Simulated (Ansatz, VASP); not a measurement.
One calculation of BeS, two programs

Contents of POSCAR:

```
BeS
1.0
    0.0000000000      2.4569115543      2.4569115543
    2.4569115543      0.0000000000      2.4569115543
    2.4569115543      2.4569115543      0.0000000000
Be S
1 1
Direct
    0.0000000000      0.0000000000      0.0000000000
    0.2500000000      0.2500000000      0.2500000000
```

File INCAR.step1:

```
SYSTEM = BeS
PREC = Accurate
ENCUT = 600
ISMEAR = -4
SIGMA = 0.1
LREAL = .FALSE.
LASPH = .TRUE.
NELM = 100
GGA = PE
ALGO = Normal
EDIFF = 1E-4
LWAVE = .TRUE.
LCHARG = .FALSE.
```

Contents of INCAR.step2:

```
SYSTEM = BeS
PREC = Accurate
ENCUT = 600
EDIFF = 1E-6
ISMEAR = -4
SIGMA = 0.1
LREAL = .FALSE.
LASPH = .TRUE.
NELM = 100
ALGO = Normal
ISIF = 3
LWAVE = .FALSE.
LCHARG = .FALSE.
METAGGA = R2SCAN
LMIXTAU = .TRUE.
IBRION = 2
NSW = 100
EDIFFG = -0.1
ISTART = 1
```

The input KPOINTS:

```
regular mesh
0
G
  9 9 9
  0 0 0
```

Input for Ansatz:

```yaml
crystal:
  lattice:
    - [0.0, 2.4569115543, 2.4569115543]
    - [2.4569115543, 0.0, 2.4569115543]
    - [2.4569115543, 2.4569115543, 0.0]
  atoms:
    - { symbol: Be, position: [0.0, 0.0, 0.0] }
    - { symbol: S, position: [0.25, 0.25, 0.25] }
kpoints:
  mp_grid: { grid: [9, 9, 9] }
scf:
  occupations: { method: tetrahedron_uncorrected }
hamiltonian:
  xc: r2scan
  pseudopotentials: { kind: paw }
output:
  forces: true
  stress: true
  efg: { contact_densities: true }
relax:
  f_tol: 0.1
  max_steps: 80
  cell: {}
  max_displacement: 0.3
```

Alike in both runs: task relaxation of cell and atoms; functional r2SCAN; k mesh 9 × 9 × 9; no spin polarisation.

|  | VASP | Ansatz |
| --- | --- | --- |
| version | VASP 6.6.1 | Ansatz 0.2.0 |
| potentials or method | VASP PAW PBE potentials, release 64 (Be, S) | PAW with Ansatz's default frozen-core files, scalar-relativistic |
| plane-wave cutoff (eV) | 600 | 500 |
| occupations | tetrahedron | tetrahedron-uncorrected |
| valence electrons in the cell | 8 | 8 |

VASP gave:

* gap on the k mesh at the Fermi level, each at its own relaxed structure (eV): 3.69
* relaxed volume (Å³/atom): 14.38
* relaxed length of the cell vector where the two differ most in proportion (Å): 3.439

Problem. Which values does Ansatz return?

Solution. gap on the k mesh at the Fermi level, each at its own relaxed structure (eV): 3.69; relaxed volume (Å³/atom): 14.42; relaxed length of the cell vector where the two differ most in proportion (Å): 3.442.

VASP's potentials were made for PBE, not for r2SCAN. Ansatz's warnings: band table not solved further, forces under tetrahedra.
